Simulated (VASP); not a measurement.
# Mg (P6/mmm) in VASP: further runs

Mg is run at these levels: PBE; tasks: relaxation of cell and atoms, single point.

Everything below comes from runs of VASP 6.6.1. Logs are shortened: lines on timing, memory, paths and dates and some standing lists are left out, and cuts for length are marked.

### 1 The cell of the first run

It takes space group P6/mmm (No. 191, hexagonal). Conventional cell: a = 3.132 Å, b = 3.132 Å, c = 5.025 Å, α = 90.00°, β = 90.00°, γ = 120.00°. Within 4.1 Å of Mg (site symmetry 6/mmm) lie 6 Mg at 3.13 Å.

This isn't the form of Mg at room conditions, which is hcp.

### 2 Relaxation of cell and atoms, PBE (atoms taken out)

Input file INCAR:

```
SYSTEM = Mg
PREC = Accurate
ENCUT = 600
EDIFF = 1E-7
ISMEAR = 0
SIGMA = 0.1
LREAL = .False.
LASPH = .True.
NELM = 120
ALGO = Normal
ISIF = 3
LWAVE = .False.
LCHARG = .False.
GGA = PE
IBRION = 2
NSW = 90
EDIFFG = -0.0325
GGA_COMPAT = .False.
NELMIN = 4
```

Input file KPOINTS:

```
regular mesh
0
Gamma
  6 6 4
  0 0 0
```

Input file POSCAR:

```
Mg
1.0
    3.1318601073      0.0000000000      0.0000000000
   -1.5659300536      2.7122704140      0.0000000000
    0.0000000000      0.0000000000      5.0248865176
Mg
1
Direct
    0.6666666667      0.3333333333      0.5000000000
```

Potentials or basis: VASP PAW PBE potentials, release 64 (Mg).

Command:

```sh
> cat potpaw_PBE.64/Mg/POTCAR > POTCAR
> mpirun -np 1 vasp_std > vasp.out
```

OUTCAR:

```text
SYSTEM = Mg
   PREC = Accurate
   ENCUT = 600
   EDIFF = 1E-7
   ISMEAR = 0
   LREAL = .False.
   LASPH = .True.
   NELM = 120
   ISIF = 3
   GGA = PE
   IBRION = 2
   NSW = 90
   EDIFFG = -0.0325
   NELMIN = 4

 ion  position               nearest neighbor table
   1  0.667  0.333  0.500-

  LATTYP: Found a hexagonal cell.
 ALAT       =     3.1318601073
 C/A-ratio  =     1.6044415604

  Lattice vectors:

 A1 = (   3.1318601073,   0.0000000000,   0.0000000000)
 A2 = (  -1.5659300536,   2.7122704140,   0.0000000000)
 A3 = (   0.0000000000,   0.0000000000,   5.0248865176)

Analysis of symmetry for initial positions (statically):
=====================================================================
 Subroutine PRICEL returns:
 Original cell was already a primitive cell.

 Routine SETGRP: Setting up the symmetry group for a
 hexagonal supercell.

 Subroutine GETGRP returns: Found 24 space group operations
 (whereof 12 operations were pure point group operations)
 out of a pool of 24 trial point group operations.

The static configuration has the point symmetry D_3h.
 The point group associated with its full space group is D_6h.

Analysis of symmetry for dynamics (positions and initial velocities):
=====================================================================
 Subroutine PRICEL returns:
 Original cell was already a primitive cell.

 Routine SETGRP: Setting up the symmetry group for a
 hexagonal supercell.

 Subroutine GETGRP returns: Found 24 space group operations
 (whereof 12 operations were pure point group operations)
 out of a pool of 24 trial point group operations.

The dynamic configuration has the point symmetry D_3h.
 The point group associated with its full space group is D_6h.

 Subroutine INISYM returns: Found 24 space group operations
 (whereof 12 operations are pure point group operations),
 and found     1 'primitive' translations

----------------------------------------------------------------------------------------

                                     Primitive cell

  volume of cell :      42.6837

  direct lattice vectors                    reciprocal lattice vectors
     3.131860107  0.000000000  0.000000000     0.319299064  0.184347400  0.000000000
    -1.565930054  2.712270414  0.000000000     0.000000000  0.368694801  0.000000000
     0.000000000  0.000000000  5.024886518     0.000000000  0.000000000  0.199009469

  length of vectors
     3.131860107  3.131860107  5.024886518     0.368694801  0.368694801  0.199009469

  position of ions in fractional coordinates (direct lattice)
     0.666666667  0.333333333  0.500000000

  ion indices of the primitive-cell ions
   primitive index   ion index
                 1           1

----------------------------------------------------------------------------------------

 KPOINTS: regular mesh

Automatic generation of k-mesh.
 Grid dimensions read from file:
 generate k-points for:    6    6    4

 Generating k-lattice:

  Cartesian coordinates                     Fractional coordinates (reciprocal lattice)
     0.053216511  0.030724567  0.000000000     0.166666667  0.000000000  0.000000000
     0.000000000  0.061449133  0.000000000     0.000000000  0.166666667  0.000000000
     0.000000000  0.000000000  0.049752367     0.000000000  0.000000000  0.250000000

  Length of vectors
     0.061449133  0.061449133  0.049752367

  Shift w.r.t. Gamma in fractional coordinates (k-lattice)
     0.000000000  0.000000000  0.000000000

 Subroutine IBZKPT returns following result:
 ===========================================

 Found     21 irreducible k-points:

 Following reciprocal coordinates:
            Coordinates               Weight
  0.000000  0.000000  0.000000      1.000000
  0.166667  0.000000  0.000000      6.000000
  0.333333  0.000000  0.000000      6.000000
  0.500000  0.000000  0.000000      3.000000
  0.166667  0.166667  0.000000      6.000000
  0.333333  0.166667  0.000000     12.000000
[... 13 lines left out ...]
  0.333333  0.166667  0.500000     12.000000
  0.333333  0.333333  0.500000      2.000000
   k-points           NKPTS =     21   k-points in BZ     NKDIM =     21   number of bands    NBANDS=      5
   number of dos      NEDOS =    301   number of ions     NIONS =      1
   total plane-waves  NPLWV =  31360
   dimension x,y,z NGX =    28 NGY =   28 NGZ =   40
   dimension x,y,z NGXF=    56 NGYF=   56 NGZF=   80
   ions per type =               1
   NGX,Y,Z   is equivalent  to a cutoff of  14.86, 14.86, 13.23 a.u.
   NGXF,Y,Z  is equivalent  to a cutoff of  29.73, 29.73, 26.47 a.u.
 SYSTEM =  Mg
   PREC   = accura    normal or accurate (medium, high low for compatibility)
   ISTART =      0    job   : 0-new  1-cont  2-samecut
   ICHARG =      2    charge: 1-file 2-atom 10-const
   ISPIN  =      1    spin polarized calculation?
   LNONCOLLINEAR =      F non collinear calculations
   LSORBIT =      F    spin-orbit coupling
   LASPH  =      T    aspherical Exc in radial PAW
   ENCUT  =  600.0 eV  44.10 Ry    6.64 a.u.   6.26  6.26 10.04*2*pi/ulx,y,z
   NELM   =    120;   NELMIN=  4; NELMDL= -5     # of ELM steps
   EDIFF  = 0.1E-06   stopping-criterion for ELM
   LREAL  =      F    real-space projection
   EDIFFG = -.3E-01   stopping-criterion for IOM
   NSW    =     90    number of steps for IOM
   IBRION =      2    ionic relax: 0-MD 1-quasi-New 2-CG
   NFREE  =      1    steps in history (QN), initial steepest desc. (CG)
   ISIF   =      3    stress and relaxation
   ISYM   =      2    0-nonsym 1-usesym 2-fastsym
   POTIM  = 0.5000    time-step for ionic-motion
   TEBEG  =    0.0;   TEEND  =   0.0 temperature during run
   PSTRESS=    0.0 pullay stress
   NELECT =       2.0000    total number of electrons
   NUPDOWN=      -1.0000    fix difference up-down
   EMIN   =  10.00;   EMAX   =-10.00  energy-range for DOS
   EFERMI =   0.00;   METHOD = LEGACY
   ISMEAR =     0;   SIGMA  =   0.10  broadening in eV -4-tet -1-fermi 0-gaus
   EFERMI_NEDOS =   21; number of points for ismear=-14 and -15
   IALGO  =     38    algorithm
   IMIX   =      4    mixing-type and parameters
     AMIX     =   0.40;   BMIX     =  1.00
     AMIX_MAG =   1.60;   BMIX_MAG =  1.00
  volume/ion in A,a.u.               =      42.68       288.04
  Fermi-wavevector in a.u.,A,eV,Ry     =   0.590198  1.115312  4.739365  0.348334
  Thomas-Fermi vector in A             =   1.638146
   LORBIT       =      0    0 simple, 1 ext, 2 COOP (PROOUT), +10 PAW based schemes
   GGA     = PE    functional components
   LHFCALC =     F    Hartree Fock is set to
   AEXX    =    0.0000 exact exchange contribution
   IVDW    =     0    specifies the selected vdW correction
   LEPSILON=     F    determine dielectric tensor
   LRPA    =     F    only Hartree local field effects (RPA)
 conjugate gradient relaxation of ions
 non-spin polarized calculation
 Gauss-broadening in eV      SIGMA  =   0.10
  energy-cutoff  :      600.00
  volume of cell :       42.68
 maximum number of plane-waves:      1448
 NGX is ok and might be reduce to    28
   NGX = 13   NGY = 13   NGZ = 21

--------------------------------------- Ionic step        1  -------------------------------------------

 number of electron       2.0000000 magnetization

 Free energy of the ion-electron system (eV)
  ---------------------------------------------------
  ext. energy  EPLUGINS =         0.00000000
  ---------------------------------------------------
  free energy    TOTEN  =        -1.00672256 eV

  energy without entropy =       -1.00517172  energy(sigma->0) =       -1.00594714

------------------------ aborting loop because EDIFF is reached ----------------------------------------

  FORCE on cell =-STRESS in cart. coord.  units (eV):
  Direction    XX          YY          ZZ          XY          YZ          ZX
  --------------------------------------------------------------------------------------
  -------------------------------------------------------------------------------------
  Total       -0.2949771     -0.2949771     -0.3773418     -0.0000000      0.0000000      0.0000000
  in kB      -11.0722860    -11.0722860    -14.1639356     -0.0000000      0.0000000      0.0000000
  external PRESSURE =     -12.1028359 kB  Pullay stress =       0.0000000 kB
[... 86 lines left out ...]
  FREE ENERGIE OF THE ION-ELECTRON SYSTEM (eV)
  ---------------------------------------------------
  free  energy   TOTEN  =        -1.0236495019 eV

  energy  without entropy=       -1.0208279191  energy(sigma->0) =       -1.02223871

 E-fermi :   4.7160     XC(G=0):  -9.4347

 val. band max:        4.6730015550   @ k =   0.1667   0.1667   0.5000
 cond. band min:       4.7290502313   @ k =   0.3333   0.3333   0.2500
 fundamental gap:      0.0560486762
 Fermi energy:         4.7159854264

 k-point     1 :       0.0000    0.0000    0.0000
  band No.  band energies     occupation
      1      -3.8447      2.00000
      2      15.4242      0.00000
      3      15.4242      0.00000
      4      16.0965      0.00000
      5      27.2340      0.00000

 k-point     2 :       0.1667    0.0000    0.0000
  band No.  band energies     occupation
      1      -3.2311      2.00000
      2      10.4650      0.00000
      3      13.4481      0.00000
      4      13.9699      0.00000
      5      19.5665      0.00000
[... 145 lines left out ...]
 k-point    21 :       0.3333    0.3333    0.5000
  band No.  band energies     occupation
      1       9.0211      0.00000
      2       9.6685      0.00000
      3      10.6435      0.00000
      4      10.6435      0.00000
      5      15.4786      0.00000

[... ionic steps 4 to 12 ...]

--------------------------------------- Ionic step       13  -------------------------------------------

 number of electron       2.0000000 magnetization

------------------------ aborting loop because EDIFF is reached ----------------------------------------

  FORCE on cell =-STRESS in cart. coord.  units (eV):
  Direction    XX          YY          ZZ          XY          YZ          ZX
  --------------------------------------------------------------------------------------
  -------------------------------------------------------------------------------------
  Total        0.1532900      0.1532900      0.1218138      0.0000000     -0.0000000     -0.0000000
  in kB        9.9840432      9.9840432      7.9339452      0.0000000     -0.0000000     -0.0000000
  external PRESSURE =       9.3006772 kB  Pullay stress =       0.0000000 kB
[... 55 lines left out ...]
  energy  without entropy=       -1.3325530690  energy(sigma->0) =       -1.33452299

--------------------------------------- Ionic step       15  -------------------------------------------

 number of electron       2.0000000 magnetization

 Free energy of the ion-electron system (eV)
  ---------------------------------------------------
  ext. energy  EPLUGINS =         0.00000000
  ---------------------------------------------------
  free energy    TOTEN  =        -1.33719385 eV

  energy without entropy =       -1.33275885  energy(sigma->0) =       -1.33497635

 E-fermi :   2.0016     XC(G=0):  -8.1484

 val. band max:        1.9667200706   @ k =   0.5000   0.0000   0.2500
 cond. band min:       2.0055346851   @ k =   0.3333   0.0000   0.5000
 fundamental gap:      0.0388146145
 Fermi energy:         2.0015522803

 k-point     1 :       0.0000    0.0000    0.0000
  band No.  band energies     occupation
      1      -4.4172      2.00000
      2       9.6676      0.00000
      3      10.0865      0.00000
      4      14.6324      0.00000
      5      14.6324      0.00000

 k-point     2 :       0.1667    0.0000    0.0000
  band No.  band energies     occupation
      1      -3.8237      2.00000
      2       9.1027      0.00000
      3      10.5877      0.00000
      4      10.6838      0.00000
      5      12.6409      0.00000
[... 178 lines left out ...]
  FREE ENERGIE OF THE ION-ELECTRON SYSTEM (eV)
  ---------------------------------------------------
  free  energy   TOTEN  =        -1.3371938518 eV

  energy  without entropy=       -1.3327588467  energy(sigma->0) =       -1.33497635

 reached required accuracy - stopping structural energy minimisation
```

Run time: 1.7 min. Hardware: 1 thread of AMD EPYC 7R43 (Zen 3), shared host; peak memory 0.15 GiB.

Results:

- Free energy: -1.3372 eV
- Relaxed volume: 25.47 Å³/atom
- Relaxed cell: a = 3.064 Å, b = 3.064 Å, c = 3.133 Å, α = 90.00°, β = 90.00°, γ = 120.00°
- Space group after relaxing (to 0.1 Å): P6/mmm (No. 191)
- Pressure after relaxing: 0.0 GPa
- Band gap on the k mesh: zero (bands 1 and 2 overlap by 5.16 eV)

Final structure:
```
CELL_PARAMETERS angstrom
3.06418 0.00000 0.00000
-1.53209 2.65366 0.00000
0.00000 0.00000 3.13273
ATOMIC_POSITIONS crystal
Mg 0.66667 0.33333 0.50000
```

Caveat: the k points lie up to 0.50 Å⁻¹ apart in the final cell, too coarse for converged energies and pressures of a metal; the cell differs from its parent crystal (atoms taken out); the volume moved by over 15 % at a fixed basis, so the end points are rough.

### 3 Single point, PBE (atoms taken out, then relaxed in part)

Input file INCAR:

```
PREC = Accurate
ENCUT = 600
EDIFF = 1E-6
ISMEAR = 0
SIGMA = 0.1
LREAL = F
LASPH = T
NELM = 120
ALGO = Normal
ISIF = 2
LWAVE = F
LCHARG = F
GGA = PE
NBANDS = 7
GGA_COMPAT = F
```

Input file KPOINTS:

```
regular mesh
0
Gamma
  12 12 12
```

Input file POSCAR:

```
Mg
1.0
    3.0937905565      0.0000000000      0.0000000000
   -1.5468952783      2.6793012159      0.0000000000
    0.0000000000      0.0000000000      3.0947580259
Mg
1
Direct
    0.6666666667      0.3333333333      0.5000000000
```

Potentials or basis: VASP PAW PBE potentials, release 64 (Mg).

Command:

```sh
> cat potpaw_PBE.64/Mg/POTCAR > POTCAR
> mpirun -np 1 vasp_std > vasp.out
```

Run time: 40 s. Hardware: 1 thread of AMD EPYC 7R43 (Zen 3), shared host; peak memory 0.13 GiB.

The run converged. Its results:

```
Free energy            : -1.2823 eV
Pressure               : -0.1 GPa
Band gap on the k mesh : zero (bands 1 and 2 overlap by 5.20 eV)
```

Levels at points of the mesh, in eV from the Fermi level:
```tsv
k point	band 1	band 2	band 3	band 4	band 5	band 6
(0.00, 0.00, 0.00)	-6.46	7.83	8.42	12.31	12.31	13.20
(0.50, 0.00, 0.00)	-1.50	-1.16	8.08	8.36	12.58	13.19
(0.00, 0.00, 0.50)	-2.95	-2.24	14.40	14.40	15.82	15.82
(0.50, 0.00, 0.50)	1.42	2.34	2.88	3.04	11.39	12.04
```

Caveat: the cell differs from its parent crystal (atoms taken out, then relaxed in part).

### 4 Relaxation of cell and atoms, PBE (atoms taken out)

Input file INCAR:

```
SYSTEM = Mg
PREC = Accurate
ENCUT = 600
EDIFF = 1E-7
ISMEAR = 0
SIGMA = 0.1
LREAL = .False.
LASPH = .True.
NELM = 120
ALGO = Normal
ISIF = 3
LWAVE = .False.
LCHARG = .False.
GGA = PE
IBRION = 2
NSW = 90
EDIFFG = -0.025
GGA_COMPAT = .False.
NELMIN = 4
```

Input file KPOINTS:

```
Automatic mesh
0
Gamma
  12 12 12
  0 0 0
```

Input file POSCAR:

```
Mg
1.0
    3.0717917892      0.0000000000      0.0000000000
   -1.5358958946      2.6602497246      0.0000000000
    0.0000000000      0.0000000000      3.1360127307
Mg
1
Direct
    0.6666666667      0.3333333333      0.5000000000
```

Command:

```sh
> cat potpaw_PBE.64/Mg/POTCAR > POTCAR
> mpirun -np 1 vasp_std > vasp.out
```

Wall time 80 s (1 thread of AMD EPYC 7R43 (Zen 3), shared host); peak memory 0.14 GiB.

It converged, with:

```
Free energy                           : -1.2823 eV
Relaxed volume                        : 25.63 Å³/atom
Relaxed cell                          : a = 3.093 Å, b = 3.093 Å, c = 3.094 Å, α = 90.00°, β = 90.00°, γ = 120.00°
Space group after relaxing (to 0.1 Å) : P6/mmm (No. 191)
Energy gained by relaxing             : 1.9 meV/atom
Ionic steps                           : 5
Pressure after relaxing               : -0.1 GPa
Band gap on the k mesh                : zero (bands 1 and 2 overlap by 5.20 eV)
```

The path:
| step | energy change (eV) | largest force (eV/Å) | pressure (GPa) | volume (Å³) |
| --- | --- | --- | --- | --- |
| 1 | 0.0000 | 0.0000 | 0.13 | 25.63 |
| 2 | -0.0017 | 0.0000 | -0.09 | 25.70 |
| 3 | -0.0019 | 0.0000 | -0.16 | 25.73 |
| 4 | -0.0019 | 0.0000 | -0.17 | 25.73 |
| 5 | -0.0019 | 0.0000 | -0.06 | 25.63 |

Final structure:
```cif
data_structure
_symmetry_space_group_name_H-M 'P 1'
_symmetry_Int_Tables_number 1
_cell_length_a 3.0928
_cell_length_b 3.0928
_cell_length_c 3.0939
_cell_angle_alpha 90.000
_cell_angle_beta 90.000
_cell_angle_gamma 120.000
_cell_volume 25.63
loop_
_atom_site_label
_atom_site_type_symbol
_atom_site_fract_x
_atom_site_fract_y
_atom_site_fract_z
_atom_site_occupancy
Mg1 Mg 0.66667 0.33333 0.50000 1
```

Levels at points of the mesh, in eV from the Fermi level:
```
           k point  band 1  band 2  band 3  band 4  band 5
(0.00, 0.00, 0.00)   -6.46    7.83    8.42   12.32   12.32
(0.50, 0.00, 0.00)   -1.50   -1.15    8.09    8.37   12.59
(0.00, 0.00, 0.50)   -2.95   -2.24   14.40   14.40   15.83
(0.50, 0.00, 0.50)    1.42    2.34    2.89    3.04   11.39
```

Caveat: the cell differs from its parent crystal (atoms taken out).

### 5 Overview

```csv
task,cell,k mesh,gap on the mesh (eV),pressure (GPa),relaxed volume (Å³/atom)
relaxation of cell and atoms,"relaxed from a = 3.132, b = 3.132, c = 5.025 Å, angles 90.0, 90.0, 120.0°, 1 atom",6 × 6 × 4,none,0.0,25.47
single point,"a = 3.094, b = 3.094, c = 3.095 Å, angles 90.0, 90.0, 120.0°, 1 atom",12 × 12 × 12,none,-0.1,-
relaxation of cell and atoms,"relaxed from a = 3.072, b = 3.072, c = 3.136 Å, angles 90.0, 90.0, 120.0°, 1 atom",12 × 12 × 12,none,-0.1,25.63
```

Alike in all rows: level PBE; potentials or basis VASP PAW PBE potentials, release 64 (Mg); no spin polarisation; cutoff (eV) 600; smearing gaussian 0.1 eV.

Caveats: some runs use coarse meshes; the volume moved by over 15 % at a fixed basis, so the end points are rough (at least some runs).

Absolute energies hang on the potentials; compare differences alone.

The gap in the log of VASP goes by the Fermi energy; the results here count the filled bands.